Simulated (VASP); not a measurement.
# Li2O in VASP: single point with PBE+D3(BJ)

Aim: the single point of Li2O with PBE+D3(BJ).

Everything below comes from runs of VASP 6.6.1. Logs are shortened: lines on timing, memory, paths and dates and some standing lists are left out, and cuts for length are marked.

### Step 1. The cell of the first run

The cell holds a slab with vacuum, 36 atoms: a = 6.399 Å, b = 6.399 Å, c = 22.531 Å, α = 90.00°, β = 90.00°, γ = 120.00°.

### Step 2. Single point, PBE+D3(BJ)

File INCAR:

```
SYSTEM = Li2O
  PREC = Accurate
  ENCUT = 520
  EDIFF = 1E-6
  ISMEAR = 0
  SIGMA = 0.05
  LREAL = Auto
  LASPH = .True.
  NELM = 100
  ALGO = Normal
  ISIF = 2
  LWAVE = .False.
  LCHARG = .False.
  LDIPOL = .True.
  IDIPOL = 3
  DIPOL = 0.5 0.5 0.500
  GGA = PE
  IVDW = 12
  NBANDS = 96
```

File KPOINTS:

```
Automatic mesh
0
Gamma
  3 3 1
  0 0 0
```

File POSCAR:

```
Li2O
1.0
    6.3987489444      0.0000000000      0.0000000000
   -3.1993744722      5.5414791383      0.0000000000
    0.0000000000      0.0000000000     22.5306957942
Li O
24 12
Direct
    0.5000000000      0.5000000000      0.3550711471
    0.5000000000      0.0000000000      0.3550711471
    0.0000000000      0.5000000000      0.3550711471
    0.0000000000      0.0000000000      0.3550711471
    0.6666666667      0.3333333333      0.4130426882
    0.6666666667      0.8333333333      0.4130426882
    0.1666666667      0.3333333333      0.4130426882
    0.1666666667      0.8333333333      0.4130426882
    0.8333333333      0.6666666667      0.4710142294
    0.8333333333      0.1666666667      0.4710142294
    0.3333333333      0.6666666667      0.4710142294
    0.3333333333      0.1666666667      0.4710142294
    0.0000000000      0.5000000000      0.5296533885
    0.0000000000      0.0000000000      0.5296533885
    0.5000000000      0.5000000000      0.5296533885
    0.5000000000      0.0000000000      0.5296533885
    0.1666666667      0.8333333333      0.5877145041
    0.1666666667      0.3333333333      0.5877145041
    0.6666666667      0.8333333333      0.5877145041
    0.6666666667      0.3333333333      0.5877145041
    0.3333333333      0.6666666667      0.6453021766
    0.3333333333      0.1666666667      0.6453021766
    0.8333333333      0.6666666667      0.6453021766
    0.8333333333      0.1666666667      0.6453021766
    0.3333333333      0.1666666667      0.3840569177
    0.3333333333      0.6666666667      0.3840569177
    0.8333333333      0.1666666667      0.3840569177
    0.8333333333      0.6666666667      0.3840569177
    0.6666666667      0.3333333333      0.5003735960
    0.6666666667      0.8333333333      0.5003735960
    0.1666666667      0.3333333333      0.5003735960
    0.1666666667      0.8333333333      0.5003735960
    0.0000000000      0.5000000000      0.6178459229
    0.0000000000      0.0000000000      0.6178459229
    0.5000000000      0.5000000000      0.6178459229
    0.5000000000      0.0000000000      0.6178459229
```

Potentials or basis: VASP PAW PBE potentials, release 64 (Li_sv, O).

Launch:

```bash
cat potpaw_PBE.64/Li_sv/POTCAR potpaw_PBE.64/O/POTCAR > POTCAR
mpirun -np 1 vasp_std > vasp.out
```

OUTCAR:

```text
SYSTEM = Li2O
   PREC = Accurate
   ENCUT = 520
   EDIFF = 1E-6
   ISMEAR = 0
   LREAL = Auto
   LASPH = .True.
   NELM = 100
   ISIF = 2
   GGA = PE
   IVDW = 12
 IVDW          = 12

 ion  position               nearest neighbor table
   1  0.500  0.500  0.355-  28 1.96  25 1.96  26 1.96   7 2.26   6 2.26   5 2.26
   2  0.500  0.000  0.355-  27 1.96  26 1.96  25 1.96   8 2.26   5 2.26   6 2.26
   3  0.000  0.500  0.355-  26 1.96  27 1.96  28 1.96   5 2.26   8 2.26   7 2.26
   4  0.000  0.000  0.355-  25 1.96  28 1.96  27 1.96   6 2.26   7 2.26   8 2.26
   5  0.667  0.333  0.413-  27 1.96  25 1.96  28 1.96  29 1.97   3 2.26   2 2.26   1 2.26  10 2.26
                            12 2.26   9 2.26
   6  0.667  0.833  0.413-  28 1.96  26 1.96  27 1.96  30 1.97   4 2.26   1 2.26   2 2.26   9 2.26
                            11 2.26  10 2.26
   7  0.167  0.333  0.413-  25 1.96  27 1.96  26 1.96  31 1.97   1 2.26   4 2.26   3 2.26  12 2.26
                            10 2.26  11 2.26
   8  0.167  0.833  0.413-  26 1.96  28 1.96  25 1.96  32 1.97   2 2.26   3 2.26   4 2.26  11 2.26
                             9 2.26  12 2.26
   9  0.833  0.667  0.471-  28 1.96  30 1.96  32 1.96  29 1.96   6 2.26   8 2.26   5 2.26  15 2.27
                            14 2.27  13 2.27
  10  0.833  0.167  0.471-  27 1.96  29 1.96  31 1.96  30 1.96   5 2.26   7 2.26   6 2.26  16 2.27
                            13 2.27  14 2.27
  11  0.333  0.667  0.471-  26 1.96  32 1.96  30 1.96  31 1.96   8 2.26   6 2.26   7 2.26  13 2.27
                            16 2.27  15 2.27
  12  0.333  0.167  0.471-  25 1.96  31 1.96  29 1.96  32 1.96   7 2.26   5 2.26   8 2.26  14 2.27
                            15 2.27  16 2.27
  13  0.000  0.500  0.530-  29 1.96  32 1.96  31 1.96  33 1.99  20 2.26  17 2.26  18 2.26  11 2.27
                            10 2.27   9 2.27
[... 39 lines left out ...]
  Lattice vectors:

 A1 = (   6.3987489444,   0.0000000000,   0.0000000000)
 A2 = (  -3.1993744722,   5.5414791383,   0.0000000000)
 A3 = (   0.0000000000,   0.0000000000,  22.5306957942)

Analysis of symmetry for initial positions (statically):
=====================================================================
 Subroutine PRICEL returns following result:

  LATTYP: Found a hexagonal cell.
 ALAT       =     3.1993744722
 C/A-ratio  =     7.0422190306

  Lattice vectors:

 A1 = (   3.1993744722,   0.0000000000,   0.0000000000)
 A2 = (  -1.5996872361,   2.7707395692,   0.0000000000)
 A3 = (   0.0000000000,   0.0000000000,  22.5306957942)

   4 primitive cells build up your supercell.

 Routine SETGRP: Setting up the symmetry group for a
 hexagonal supercell.

 Subroutine GETGRP returns: Found  6 space group operations
 (whereof  6 operations were pure point group operations)
 out of a pool of 24 trial point group operations.

The static configuration has the point symmetry C_3v.

Analysis of symmetry for dynamics (positions and initial velocities):
=====================================================================
 Subroutine PRICEL returns following result:

  LATTYP: Found a hexagonal cell.
 ALAT       =     3.1993744722
 C/A-ratio  =     7.0422190306

  Lattice vectors:

 A1 = (   3.1993744722,   0.0000000000,   0.0000000000)
 A2 = (  -1.5996872361,   2.7707395692,   0.0000000000)
 A3 = (   0.0000000000,   0.0000000000,  22.5306957942)

   4 primitive cells build up your supercell.

 Routine SETGRP: Setting up the symmetry group for a
 hexagonal supercell.

 Subroutine GETGRP returns: Found  6 space group operations
 (whereof  6 operations were pure point group operations)
 out of a pool of 24 trial point group operations.

The dynamic configuration has the point symmetry C_3v.

 Subroutine INISYM returns: Found  6 space group operations
 (whereof  6 operations are pure point group operations),
 and found     4 'primitive' translations

----------------------------------------------------------------------------------------

                                     Primitive cell

  volume of cell :     199.7264

  direct lattice vectors                    reciprocal lattice vectors
     3.199374472  0.000000000  0.000000000     0.312561099  0.180457234  0.000000000
    -1.599687236  2.770739569  0.000000000     0.000000000  0.360914469  0.000000000
     0.000000000  0.000000000 22.530695794     0.000000000  0.000000000  0.044383893

  length of vectors
     3.199374472  3.199374472 22.530695794     0.360914469  0.360914469  0.044383893

  position of ions in fractional coordinates (direct lattice)
     0.000000000  0.000000000  0.355071147
     0.333333333  0.666666667  0.413042688
     0.666666667  0.333333333  0.471014229
     0.000000000  0.000000000  0.529653389
     0.333333333  0.666666667  0.587714504
     0.666666667  0.333333333  0.645302177
     0.666666667  0.333333333  0.384056918
     0.333333333  0.666666667  0.500373596
     0.000000000  0.000000000  0.617845923

  ion indices of the primitive-cell ions
   primitive index   ion index
                 1           1
                 2           5
                 3          11
                 4          15
                 5          20
                 6          21
                 7          26
                 8          29
                 9          35

----------------------------------------------------------------------------------------

 KPOINTS: Automatic mesh

Automatic generation of k-mesh.
 Grid dimensions read from file:
 generate k-points for:    3    3    1

 Generating k-lattice:

  Cartesian coordinates                     Fractional coordinates (reciprocal lattice)
     0.052093516  0.030076206  0.000000000     0.333333333  0.000000000  0.000000000
     0.000000000  0.060152411  0.000000000     0.000000000  0.333333333  0.000000000
     0.000000000  0.000000000  0.044383893     0.000000000  0.000000000  1.000000000

  Length of vectors
     0.060152411  0.060152411  0.044383893

  Shift w.r.t. Gamma in fractional coordinates (k-lattice)
     0.000000000  0.000000000  0.000000000

 Subroutine IBZKPT returns following result:
 ===========================================

 Found      3 irreducible k-points:

 Following reciprocal coordinates:
            Coordinates               Weight
  0.000000  0.000000  0.000000      1.000000
  0.333333  0.000000  0.000000      6.000000
  0.333333  0.333333  0.000000      2.000000
   k-points           NKPTS =      3   k-points in BZ     NKDIM =      3   number of bands    NBANDS=     96
   number of dos      NEDOS =    301   number of ions     NIONS =     36
   total plane-waves  NPLWV = 387072
   dimension x,y,z NGX =    48 NGY =   48 NGZ =  168
   dimension x,y,z NGXF=    96 NGYF=   96 NGZF=  336
   ions per type =              24  12
   NGX,Y,Z   is equivalent  to a cutoff of  12.47, 12.47, 12.40 a.u.
   NGXF,Y,Z  is equivalent  to a cutoff of  24.94, 24.94, 24.79 a.u.
 SYSTEM =  Li2O
   PREC   = accura    normal or accurate (medium, high low for compatibility)
   ISTART =      0    job   : 0-new  1-cont  2-samecut
   ICHARG =      2    charge: 1-file 2-atom 10-const
   ISPIN  =      1    spin polarized calculation?
   LNONCOLLINEAR =      F non collinear calculations
   LSORBIT =      F    spin-orbit coupling
   LASPH  =      T    aspherical Exc in radial PAW
   ENCUT  =  520.0 eV  38.22 Ry    6.18 a.u.  11.90 11.90 41.89*2*pi/ulx,y,z
   NELM   =    100;   NELMIN=  2; NELMDL= -5     # of ELM steps
   EDIFF  = 0.1E-05   stopping-criterion for ELM
   LREAL  =      T    real-space projection
   EDIFFG = 0.1E-04   stopping-criterion for IOM
   NSW    =      0    number of steps for IOM
   IBRION =     -1    ionic relax: 0-MD 1-quasi-New 2-CG
   NFREE  =      0    steps in history (QN), initial steepest desc. (CG)
   ISIF   =      2    stress and relaxation
   ISYM   =      2    0-nonsym 1-usesym 2-fastsym
   POTIM  = 0.5000    time-step for ionic-motion
   TEBEG  =    0.0;   TEEND  =   0.0 temperature during run
   PSTRESS=    0.0 pullay stress
   NELECT =     144.0000    total number of electrons
   NUPDOWN=      -1.0000    fix difference up-down
   EMIN   =  10.00;   EMAX   =-10.00  energy-range for DOS
   EFERMI =   0.00;   METHOD = LEGACY
   ISMEAR =     0;   SIGMA  =   0.05  broadening in eV -4-tet -1-fermi 0-gaus
   EFERMI_NEDOS =   21; number of points for ismear=-14 and -15
   IALGO  =     38    algorithm
   IMIX   =      4    mixing-type and parameters
     AMIX     =   0.40;   BMIX     =  1.00
     AMIX_MAG =   1.60;   BMIX_MAG =  1.00
  volume/ion in A,a.u.               =      22.19       149.76
  Fermi-wavevector in a.u.,A,eV,Ry     =   0.924763  1.747549 11.635525  0.855187
  Thomas-Fermi vector in A             =   2.050544
   LORBIT       =      0    0 simple, 1 ext, 2 COOP (PROOUT), +10 PAW based schemes
   GGA     = PE    functional components
   LHFCALC =     F    Hartree Fock is set to
   AEXX    =    0.0000 exact exchange contribution
   IVDW    =    12    specifies the selected vdW correction
   LEPSILON=     F    determine dielectric tensor
   LRPA    =     F    only Hartree local field effects (RPA)
 non-spin polarized calculation
 Gauss-broadening in eV      SIGMA  =   0.05
  energy-cutoff  :      520.00
  volume of cell :      798.91
 maximum number of plane-waves:     21510
 NGX is ok and might be reduce to    48
   NGX = 23   NGY = 23   NGZ = 83

 dipolmoment           0.000000      0.000000     -0.000008 electrons x Angstroem

 number of electron     144.0000187 magnetization

 dipolmoment           0.000000      0.000000      0.066023 electrons x Angstroem

 Free energy of the ion-electron system (eV)
  ---------------------------------------------------
  ext. energy  EPLUGINS =         0.00000000
  ---------------------------------------------------
  free energy    TOTEN  =      -169.72432987 eV

  energy without entropy =     -169.72432987  energy(sigma->0) =     -169.72432987

 E-fermi :  -1.5347     XC(G=0):  -4.1536

 val. band max:       -1.8516666983   @ k =   0.0000   0.0000   0.0000
 cond. band min:       0.8131061911   @ k =   0.0000   0.0000   0.0000
 fundamental gap:      2.6647728894
 Fermi energy:        -1.5347249472

 k-point     1 :       0.0000    0.0000    0.0000
  band No.  band energies     occupation
      1     -45.3183      2.00000
      2     -45.2949      2.00000
      3     -45.2949      2.00000
      4     -45.2949      2.00000
      5     -45.0546      2.00000
      6     -45.0254      2.00000
[... 250 lines left out ...]
     83       4.4359      0.00000
     84       4.4359      0.00000
 [bands above 84 left out]

------------------------ aborting loop because EDIFF is reached ----------------------------------------

 vacuum level on the upper side and lower side of the slab       (xc-potential included)         0.079        -0.243

 Edisp (eV)   -7.37792

 E8    (eV) :    -2.9810

  FORCE on cell =-STRESS in cart. coord.  units (eV):
  Direction    XX          YY          ZZ          XY          YZ          ZX
  --------------------------------------------------------------------------------------
  -------------------------------------------------------------------------------------
  Total      -5.16369    -5.16369     1.00832     0.00000     0.00000     0.00000
  in kB     -10.35560   -10.35560     2.02215     0.00000     0.00000     0.00000
  external pressure =       -6.23 kB  Pullay stress =        0.00 kB

 VOLUME and BASIS-vectors are now :
 -----------------------------------------------------------------------------
  energy-cutoff  :      520.00
  volume of cell :      798.91
      direct lattice vectors                 reciprocal lattice vectors
     6.398748944  0.000000000  0.000000000     0.156280549  0.090228617  0.000000000
    -3.199374472  5.541479138  0.000000000     0.000000000  0.180457234  0.000000000
     0.000000000  0.000000000 22.530695794     0.000000000  0.000000000  0.044383893

 POSITION                                       TOTAL-FORCE (eV/Angst)
 -----------------------------------------------------------------------------------
      1.59969      2.77074      8.00000         0.000000      0.000000      0.113914
      3.19937      0.00000      8.00000         0.000000     -0.000000      0.113914
     -1.59969      2.77074      8.00000         0.000000      0.000000      0.113914
      0.00000      0.00000      8.00000         0.000000     -0.000000      0.113914
      3.19937      1.84716      9.30614        -0.000000     -0.000000      0.085558
      1.59969      4.61790      9.30614        -0.000000     -0.000000      0.085558
[... 28 lines left out ...]
      1.59969      2.77074     13.92050         0.000000     -0.000000      0.007077
      3.19937      0.00000     13.92050         0.000000     -0.000000      0.007077
 -----------------------------------------------------------------------------------
    total drift:                                0.000002     -0.000003     -0.033553

  FREE ENERGIE OF THE ION-ELECTRON SYSTEM (eV)
  ---------------------------------------------------
  free  energy   TOTEN  =      -177.1022517785 eV

  energy  without entropy=     -177.1022517785  energy(sigma->0) =     -177.10225178

 vacuum level on the upper side and lower side of the slab         2.010         1.681
```

Run time: 15 min. Hardware: 1 thread of Intel Xeon Platinum 8259CL at 2.50GHz (Skylake/Cascade Lake), shared host; peak memory 0.82 GiB.

What came out:

```yaml
Free_energy: -177.1023 eV
Largest_force: 0.338 eV/Å
Band_gap_on_the_k_mesh: 2.66 eV
Dispersion_energy_per_atom: -0.205 eV
```

Forces in eV/Å, atoms in the order of the input:
```
Li   0.000  0.000  0.114
Li   0.000  0.000  0.114
Li   0.000  0.000  0.114
Li   0.000  0.000  0.114
Li   0.000  0.000  0.086
Li   0.000  0.000  0.086
Li   0.000  0.000  0.086
Li   0.000  0.000  0.086
Li   0.000  0.000  0.100
Li   0.000  0.000  0.100
Li   0.000  0.000  0.100
Li   0.000  0.000  0.100
Li   0.000  0.000 -0.027
Li   0.000  0.000 -0.027
Li   0.000  0.000 -0.027
Li   0.000  0.000 -0.027
Li   0.000  0.000  0.025
Li   0.000  0.000  0.025
Li   0.000  0.000  0.025
Li   0.000  0.000  0.025
Li   0.000  0.000  0.038
Li   0.000  0.000  0.038
Li   0.000  0.000  0.038
Li   0.000  0.000  0.038
O    0.000  0.000 -0.338
O    0.000  0.000 -0.338
O    0.000  0.000 -0.338
O    0.000  0.000 -0.338
O    0.000  0.000 -0.006
O    0.000  0.000 -0.006
O    0.000  0.000 -0.006
O    0.000  0.000 -0.006
O    0.000  0.000  0.007
O    0.000  0.000  0.007
O    0.000  0.000  0.007
O    0.000  0.000  0.007
```

Caveat: the cutoff is under 1.25 times the usual one of these potentials, so pressure, stress and relaxed cells hold a basis-set (Pulay) error.
